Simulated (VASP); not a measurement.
Ca, 1 atom in the cell. The structure is tetragonal, space group I4/mmm (No. 139). Conventional cell: a = 4.006 Å, b = 4.006 Å, c = 5.438 Å, α = 90.00°, β = 90.00°, γ = 90.00°. Ca (site symmetry 4/mmm) has 12 Ca at 3.93 to 4.01 Å within 5.2 Å.  This cell differs from its parent crystal: ratio of the length along z to the lengths across it x 0.96, volume and fractional coordinates fixed.

```yaml
Program: VASP 6.6.1
Task: single point
Functional: PBEsol
Potentials_or_basis: VASP PAW PBE potentials, release 64 (Ca_sv)
Cutoff: 520 eV
k_mesh: 16 × 16 × 16
Occupations: gaussian, width 0.15 eV
Spin: no spin polarisation
Dipole_correction: no
Further_INCAR_settings: ALGO = Fast; EDIFF = 1e-07; NBANDS = 11
```

Potentials or basis: VASP PAW PBE potentials, release 64 (Ca_sv).

Run with:

```bash
$ cat potpaw_PBE.64/Ca_sv/POTCAR > POTCAR
$ mpirun -np 1 vasp_std > vasp.out
```

Hardware: 1 thread of Intel(R) Xeon(R) 6975P-C (Granite Rapids), with other jobs on the host.

How long does it take, and how much memory?

It took 110 s on 1 thread of Intel(R) Xeon(R) 6975P-C (Granite Rapids), on a shared host, peak memory 0.29 GiB. Counts: scf iterations 17, k points 349.
